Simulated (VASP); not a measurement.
# GaC (F-43m) in VASP: a series of runs

Runs on GaC. Level: PBEsol. Tasks: single point, relaxation of cell and atoms.

Everything below comes from runs of VASP 6.6.1. Logs are shortened: lines on timing, memory, paths and dates and some standing lists are left out, and cuts for length are marked.

## 1. The cell of the first run

It takes space group F-43m (No. 216, cubic). The conventional cell has a = 4.641 Å, b = 4.641 Å, c = 4.641 Å, α = 90.00°, β = 90.00°, γ = 90.00°. Ga (site symmetry -43m) has 4 C at 2.01 Å within 2.7 Å. Within 2.7 Å of C (site symmetry -43m) lie 4 Ga at 2.01 Å.

## 2. Single point, PBEsol

Input file INCAR:

```
PREC = Accurate
ENCUT = 600
EDIFF = 1E-6
ISMEAR = -1
SIGMA = 0.05
LREAL = F
LASPH = T
NELM = 120
ALGO = Normal
ISIF = 2
LWAVE = F
LCHARG = T
GGA = PS
LELF = T
LVHAR = T
NBANDS = 16
GGA_COMPAT = F
```

Input file KPOINTS:

```
Automatic mesh
0
Gamma
  8 8 8
```

Input file POSCAR:

```
GaC
1.0
    0.0000000000      2.3206573185      2.3206573185
    2.3206573185      0.0000000000      2.3206573185
    2.3206573185      2.3206573185      0.0000000000
Ga C
1 1
Direct
    0.0000000000      0.0000000000      0.0000000000
    0.2500000000      0.2500000000      0.2500000000
```

Potentials or basis: VASP PAW PBE potentials, release 64 (Ga_d, C).

Command:

```
$ cat potpaw_PBE.64/Ga_d/POTCAR potpaw_PBE.64/C/POTCAR > POTCAR
$ mpirun -np 1 vasp_std > vasp.out
```

OUTCAR:

```text
PREC = Accurate
   ENCUT = 600
   EDIFF = 1E-6
   ISMEAR = -1
   LREAL = F
   LASPH = T
   NELM = 120
   ISIF = 2
   GGA = PS

 ion  position               nearest neighbor table
   1  0.000  0.000  0.000-   2 2.01   2 2.01   2 2.01   2 2.01
   2  0.250  0.250  0.250-   1 2.01   1 2.01   1 2.01   1 2.01

  LATTYP: Found a face centered cubic cell.
 ALAT       =     4.6413146370

  Lattice vectors:

 A1 = (   0.0000000000,   2.3206573185,   2.3206573185)
 A2 = (   2.3206573185,   0.0000000000,   2.3206573185)
 A3 = (   2.3206573185,   2.3206573185,   0.0000000000)

Analysis of symmetry for initial positions (statically):
=====================================================================
 Subroutine PRICEL returns:
 Original cell was already a primitive cell.

 Routine SETGRP: Setting up the symmetry group for a
 face centered cubic supercell.

 Subroutine GETGRP returns: Found 24 space group operations
 (whereof 24 operations were pure point group operations)
 out of a pool of 48 trial point group operations.

The static configuration has the point symmetry T_d .

Analysis of symmetry for dynamics (positions and initial velocities):
=====================================================================
 Subroutine PRICEL returns:
 Original cell was already a primitive cell.

 Routine SETGRP: Setting up the symmetry group for a
 face centered cubic supercell.

 Subroutine GETGRP returns: Found 24 space group operations
 (whereof 24 operations were pure point group operations)
 out of a pool of 48 trial point group operations.

The dynamic configuration has the point symmetry T_d .

 Subroutine INISYM returns: Found 24 space group operations
 (whereof 24 operations are pure point group operations),
 and found     1 'primitive' translations

----------------------------------------------------------------------------------------

                                     Primitive cell

  volume of cell :      24.9956

  direct lattice vectors                    reciprocal lattice vectors
     0.000000000  2.320657318  2.320657318    -0.215456197  0.215456197  0.215456197
     2.320657318  0.000000000  2.320657318     0.215456197 -0.215456197  0.215456197
     2.320657318  2.320657318  0.000000000     0.215456197  0.215456197 -0.215456197
[... 74 lines left out ...]
 SYSTEM =  unknown system
   PREC   = accura    normal or accurate (medium, high low for compatibility)
   ISTART =      0    job   : 0-new  1-cont  2-samecut
   ICHARG =      2    charge: 1-file 2-atom 10-const
   ISPIN  =      1    spin polarized calculation?
   LNONCOLLINEAR =      F non collinear calculations
   LSORBIT =      F    spin-orbit coupling
   LASPH  =      T    aspherical Exc in radial PAW
   ENCUT  =  600.0 eV  44.10 Ry    6.64 a.u.   6.55  6.55  6.55*2*pi/ulx,y,z
   NELM   =    120;   NELMIN=  2; NELMDL= -5     # of ELM steps
   EDIFF  = 0.1E-05   stopping-criterion for ELM
   LREAL  =      F    real-space projection
   EDIFFG = 0.1E-04   stopping-criterion for IOM
   NSW    =      0    number of steps for IOM
   IBRION =     -1    ionic relax: 0-MD 1-quasi-New 2-CG
   NFREE  =      0    steps in history (QN), initial steepest desc. (CG)
   ISIF   =      2    stress and relaxation
   ISYM   =      2    0-nonsym 1-usesym 2-fastsym
   POTIM  = 0.5000    time-step for ionic-motion
   TEBEG  =    0.0;   TEEND  =   0.0 temperature during run
   PSTRESS=    0.0 pullay stress
   NELECT =      17.0000    total number of electrons
   NUPDOWN=      -1.0000    fix difference up-down
   EMIN   =  10.00;   EMAX   =-10.00  energy-range for DOS
   EFERMI =   0.00;   METHOD = LEGACY
   ISMEAR =    -1;   SIGMA  =   0.05  broadening in eV -4-tet -1-fermi 0-gaus
   EFERMI_NEDOS =   21; number of points for ismear=-14 and -15
   IALGO  =     38    algorithm
   IMIX   =      4    mixing-type and parameters
     AMIX     =   0.40;   BMIX     =  1.00
     AMIX_MAG =   1.60;   BMIX_MAG =  1.00
  volume/ion in A,a.u.               =      12.50        84.34
  Fermi-wavevector in a.u.,A,eV,Ry     =   1.439694  2.720627 28.201042  2.072718
  Thomas-Fermi vector in A             =   2.558521
   LORBIT       =      0    0 simple, 1 ext, 2 COOP (PROOUT), +10 PAW based schemes
   GGA     = PS    functional components
   LHFCALC =     F    Hartree Fock is set to
   AEXX    =    0.0000 exact exchange contribution
   IVDW    =     0    specifies the selected vdW correction
   LEPSILON=     F    determine dielectric tensor
   LRPA    =     F    only Hartree local field effects (RPA)
 non-spin polarized calculation
  energy-cutoff  :      600.00
  volume of cell :       25.00
 maximum number of plane-waves:       869
 NGX is ok and might be reduce to    28
   NGX = 13   NGY = 13   NGZ = 13

 number of electron      16.9999998 magnetization

 Free energy of the ion-electron system (eV)
  ---------------------------------------------------
  ext. energy  EPLUGINS =         0.00000000
  ---------------------------------------------------
  free energy    TOTEN  =       -11.10009399 eV

  energy without entropy =      -11.09083057  energy(sigma->0) =      -11.09546228

 E-fermi :   4.5075     XC(G=0): -11.5220

 val. band max:        4.4738821080   @ k =   0.3750   0.1250   0.0000
 cond. band min:       4.5992493528   @ k =   0.1250   0.0000   0.0000
 fundamental gap:      0.1253672448
 Fermi energy:         4.5075465629

 k-point     1 :       0.0000    0.0000    0.0000
  band No.  band energies     occupation
      1      -9.0790      2.00000
      2      -9.0790      2.00000
      3      -9.0790      2.00000
      4      -8.8269      2.00000
      5      -8.8269      2.00000
      6      -8.7254      2.00000
[... 433 lines left out ...]
      3      -8.9471      2.00000
      4      -8.8448      2.00000
      5      -8.8025      2.00000
      6      -4.7027      2.00000
[... 8 lines left out ...]
     15      22.4901      0.00000
     16      24.3036      0.00000

 [... further k-points ...]
[... 5 lines left out ...]
  --------------------------------------------------------------------------------------
  -------------------------------------------------------------------------------------
  Total       -0.0994512     -0.0994512     -0.0994512      0.0000000      0.0000000      0.0000000
  in kB       -6.3746673     -6.3746673     -6.3746673      0.0000000      0.0000000      0.0000000
  external PRESSURE =      -6.3746673 kB  Pullay stress =       0.0000000 kB

 VOLUME and BASIS-vectors are now :
 -----------------------------------------------------------------------------
  energy-cutoff  :      600.00
  volume of cell :       25.00
      direct lattice vectors                 reciprocal lattice vectors
     0.000000000  2.320657318  2.320657318    -0.215456197  0.215456197  0.215456197
     2.320657318  0.000000000  2.320657318     0.215456197 -0.215456197  0.215456197
     2.320657318  2.320657318  0.000000000     0.215456197  0.215456197 -0.215456197

 POSITION                                       TOTAL-FORCE (eV/Angst)
 -----------------------------------------------------------------------------------
      0.00000      0.00000      0.00000         0.000000      0.000000      0.000000
      1.16033      1.16033      1.16033        -0.000000     -0.000000     -0.000000
 -----------------------------------------------------------------------------------
    total drift:                                0.000001      0.000001      0.000001

  FREE ENERGIE OF THE ION-ELECTRON SYSTEM (eV)
  ---------------------------------------------------
  free  energy   TOTEN  =       -11.1000939885 eV

  energy  without entropy=      -11.0908305667  energy(sigma->0) =      -11.09546228
```

stdout:

```text
POSCAR found type information on POSCAR GaC
 POSCAR found :  2 types and       2 ions
 scaLAPACK will be used
 -----------------------------------------------------------------------------
|                                                                             |
|                                                                             |
|     You enforced a specific xc type in the INCAR file but a different       |
|     I HOPE YOU KNOW WHAT YOU ARE DOING!                                     |
|                                                                             |
 -----------------------------------------------------------------------------

 LDA part: xc-table for (Slater+PW92), standard interpolation
 POSCAR, INCAR and KPOINTS ok, starting setup
 FFT: planning ... GRIDC
 FFT: planning ... GRID_SOFT
 FFT: planning ... GRID
 WAVECAR not read
 entering main loop
```

Run time: 32 s. Hardware: 1 thread of Intel Xeon 8259CL, shared host; peak memory 0.16 GiB.

What came out:

* Free energy: -11.1001 eV
* Pressure: -0.6 GPa

Caveat: the PAW data sets were made with another functional, which shifts forces and pressure a little.

## 3. Single point, PBEsol

This run uses another cell than the first one, of 12.69 Å³/atom, 1.015 times its volume.

Input file INCAR:

```
SYSTEM = GaC
PREC     = Accurate       ! precision mode
ENCUT    = 600            ! plane-wave cutoff, eV
EDIFF    = 1E-6           ! SCF threshold, eV
ISMEAR   = -1             ! smearing method
SIGMA    = 0.05           ! smearing width, eV
LREAL    = .False.        ! projectors in reciprocal space
LASPH    = .True.         ! aspherical terms in the spheres
NELM     = 120            ! most SCF steps
ALGO     = Normal         ! electronic algorithm
ISIF     = 2              ! what is computed and relaxed
LWAVE    = .False.        ! write WAVECAR
LCHARG   = .True.         ! write CHGCAR
GGA      = PS             ! functional
LELF     = .True.         ! ELF
LVHAR    = .True.       
NBANDS   = 16             ! bands
GGA_COMPAT= .False.
```

Input file KPOINTS:

```
regular mesh
0
Gamma
  8 8 8
  0 0 0
```

Input file POSCAR:

```
GaC
1.0
    0.0000000000      2.3322030674      2.3322030674
    2.3322030674      0.0000000000      2.3322030674
    2.3322030674      2.3322030674      0.0000000000
Ga C
1 1
Direct
    0.0000000000      0.0000000000      0.0000000000
    0.2500000000      0.2500000000      0.2500000000
```

Potentials or basis: VASP PAW PBE potentials, release 64 (Ga_d, C).

Command:

```
$ cat potpaw_PBE.64/Ga_d/POTCAR potpaw_PBE.64/C/POTCAR > POTCAR
$ mpirun -np 1 vasp_std > vasp.out
```

Run time: 30 s. Hardware: 1 thread of Intel Xeon 8259CL, shared host; peak memory 0.16 GiB.

The run converged. Its results:

```yaml
Free_energy: -11.0964 eV
Pressure: -2.7 GPa
```

Levels at points of the mesh, in eV from the Fermi level:
```
           k point  band 7  band 8  band 9  band 10  band 11  band 12
(0.00, 0.00, 0.00)    1.48    1.48    1.48     4.73     9.14     9.14
(0.50, 0.00, 0.00)   -6.33    0.32    0.32     5.67     9.49     9.49
(0.50, 0.50, 0.00)   -5.65   -1.65   -1.65     3.80     5.96    12.87
```

Caveat: the PAW data sets were made with another functional, which shifts forces and pressure a little.

## 4. Relaxation of cell and atoms, PBEsol

Input file INCAR:

```
SYSTEM = GaC
  PREC = Accurate
  ENCUT = 600
  EDIFF = 1E-7
  ISMEAR = -1
  SIGMA = 0.05
  LREAL = .False.
  LASPH = .True.
  NELM = 120
  ALGO = Normal
  ISIF = 3
  LWAVE = .False.
  LCHARG = .False.
  GGA = PS
  IBRION = 2
  NSW = 60
  EDIFFG = -0.03
  GGA_COMPAT = .False.
  NELMIN = 4
```

Input file KPOINTS:

```
Automatic mesh
0
Gamma
  8 8 8
  0 0 0
```

Input file POSCAR:

```
GaC
1.0
    0.0000000000      2.3206573185      2.3206573185
    2.3206573185      0.0000000000      2.3206573185
    2.3206573185      2.3206573185      0.0000000000
Ga C
1 1
Direct
    0.0000000000      0.0000000000      0.0000000000
    0.2500000000      0.2500000000      0.2500000000
```

Potentials or basis: VASP PAW PBE potentials, release 64 (Ga_d, C).

Command:

```
$ cat potpaw_PBE.64/Ga_d/POTCAR potpaw_PBE.64/C/POTCAR > POTCAR
$ mpirun -np 1 vasp_std > vasp.out
```

OUTCAR:

```text
SYSTEM = GaC
   PREC = Accurate
   ENCUT = 600
   EDIFF = 1E-7
   ISMEAR = -1
   LREAL = .False.
   LASPH = .True.
   NELM = 120
   ISIF = 3
   GGA = PS
   IBRION = 2
   NSW = 60
   EDIFFG = -0.03
   NELMIN = 4

 ion  position               nearest neighbor table
   1  0.000  0.000  0.000-   2 2.01   2 2.01   2 2.01   2 2.01
   2  0.250  0.250  0.250-   1 2.01   1 2.01   1 2.01   1 2.01

  LATTYP: Found a face centered cubic cell.
 ALAT       =     4.6413146370

  Lattice vectors:

 A1 = (   0.0000000000,   2.3206573185,   2.3206573185)
 A2 = (   2.3206573185,   0.0000000000,   2.3206573185)
 A3 = (   2.3206573185,   2.3206573185,   0.0000000000)

Analysis of symmetry for initial positions (statically):
=====================================================================
 Subroutine PRICEL returns:
 Original cell was already a primitive cell.

 Routine SETGRP: Setting up the symmetry group for a
 face centered cubic supercell.

 Subroutine GETGRP returns: Found 24 space group operations
 (whereof 24 operations were pure point group operations)
 out of a pool of 48 trial point group operations.

[... 215 lines left out ...]

 k-point     1 :       0.0000    0.0000    0.0000
  band No.  band energies     occupation
      1      -9.0167      2.00000
      2      -9.0167      2.00000
      3      -9.0167      2.00000
      4      -8.7593      2.00000
      5      -8.7593      2.00000
      6      -8.7123      2.00000
      7       6.0935      0.00000
      8       6.0935      0.00000
      9       6.0935      0.00000
     10       9.5134      0.00000
     11      13.8469      0.00000
     12      13.8469      0.00000
[... 331 lines left out ...]
 k-point    24 :      -0.3750    0.2500    0.1250
  band No.  band energies     occupation
      1      -9.2952      2.00000
      2      -8.9329      2.00000
      3      -8.8822      2.00000
      4      -8.7777      2.00000
      5      -8.7344      2.00000
      6      -4.6475      2.00000
      7      -1.2486      2.00000
      8       2.5532      2.00000
      9       3.8900      2.00000
     10      11.7547      0.00000
     11      12.3836      0.00000
     12      15.2177      0.00000

 [... further k-points ...]
[... 5 lines left out ...]
  --------------------------------------------------------------------------------------
  -------------------------------------------------------------------------------------
  Total        0.0574892      0.0574892      0.0574892      0.0000000     -0.0000000      0.0000000
  in kB        3.7119406      3.7119406      3.7119406      0.0000000     -0.0000000      0.0000000
  external PRESSURE =       3.7119406 kB  Pullay stress =       0.0000000 kB

 VOLUME and BASIS-vectors are now :
 -----------------------------------------------------------------------------
  energy-cutoff  :      600.00
  volume of cell :       24.81
      direct lattice vectors                 reciprocal lattice vectors
    -0.000000000  2.315022335  2.315022335    -0.215980638  0.215980638  0.215980638
     2.315022335  0.000000000  2.315022335     0.215980638 -0.215980638  0.215980638
     2.315022335  2.315022335 -0.000000000     0.215980638  0.215980638 -0.215980638

 POSITION                                       TOTAL-FORCE (eV/Angst)
 -----------------------------------------------------------------------------------
      4.63004      4.63004      4.63004         0.000000      0.000000      0.000000
      1.15751      1.15751      1.15751        -0.000000     -0.000000     -0.000000
 -----------------------------------------------------------------------------------
    total drift:                                0.000000      0.000000      0.000001

  FREE ENERGIE OF THE ION-ELECTRON SYSTEM (eV)
  ---------------------------------------------------
  free  energy   TOTEN  =       -11.1002515025 eV

  energy  without entropy=      -11.0910750766  energy(sigma->0) =      -11.09566329

 reached required accuracy - stopping structural energy minimisation
```

CONTCAR:

```text
GaC
   1.00000000000000
    -0.0000000000000000    2.3150223346841523    2.3150223346841523
     2.3150223346841523    0.0000000000000000    2.3150223346841523
     2.3150223346841523    2.3150223346841523   -0.0000000000000000
  Ga              C
     1     1
Direct
     1.0000000000000000    1.0000000000000000    1.0000000000000000
     0.2500000000000000    0.2500000000000000    0.2500000000000000

  0.00000000E+00  0.00000000E+00  0.00000000E+00
  0.00000000E+00  0.00000000E+00  0.00000000E+00
```

Run time: 39 s. Hardware: 1 thread of Intel Xeon 8259CL, shared host; peak memory 0.17 GiB.

What came out:

| Property | Result |
| --- | --- |
| Free energy | -11.1003 eV |
| Relaxed volume | 12.41 Å³/atom |
| Relaxed cell | a = 3.274 Å, b = 3.274 Å, c = 3.274 Å, α = 60.00°, β = 60.00°, γ = 60.00° |
| Space group after relaxing (to 0.05 Å) | F-43m (No. 216) |
| Energy gained by relaxing | 0.1 meV/atom |
| Ionic steps | 2 |
| Pressure after relaxing | 0.4 GPa |

The path:
| step | energy change (eV) | largest force (eV/Å) | pressure (GPa) | volume (Å³) |
| --- | --- | --- | --- | --- |
| 1 | 0.0000 | 0.0000 | -0.65 | 25.00 |
| 2 | -0.0002 | 0.0000 | 0.37 | 24.81 |

Final structure:
```
Ga C
1.0
     0.00000    2.31502    2.31502
     2.31502    0.00000    2.31502
     2.31502    2.31502    0.00000
Ga C
1 1
Direct
  0.00000 0.00000 0.00000
  0.25000 0.25000 0.25000
```

Caveat: the PAW data sets were made with another functional, which shifts forces and pressure a little.

## 5. The runs side by side

| task | cell | gap on the mesh (eV) | pressure (GPa) |
| --- | --- | --- | --- |
| single point | a = 3.282 Å, angles 60.0°, 2 atoms | none | -0.6 |
| single point | a = 3.298 Å, angles 60.0°, 2 atoms | none | -2.7 |
| relaxation of cell and atoms | relaxed from a = 3.282 Å, angles 60.0°, 2 atoms | none | 0.4 |

Alike in all rows: level PBEsol; potentials or basis VASP PAW PBE potentials, release 64 (Ga_d, C); no spin polarisation; k mesh 8 × 8 × 8; cutoff (eV) 600; smearing fermi-dirac 0.05 eV.

Caveats: the PAW data sets were made with another functional, which shifts forces and pressure a little.

Absolute energies hang on the potentials; compare differences alone.
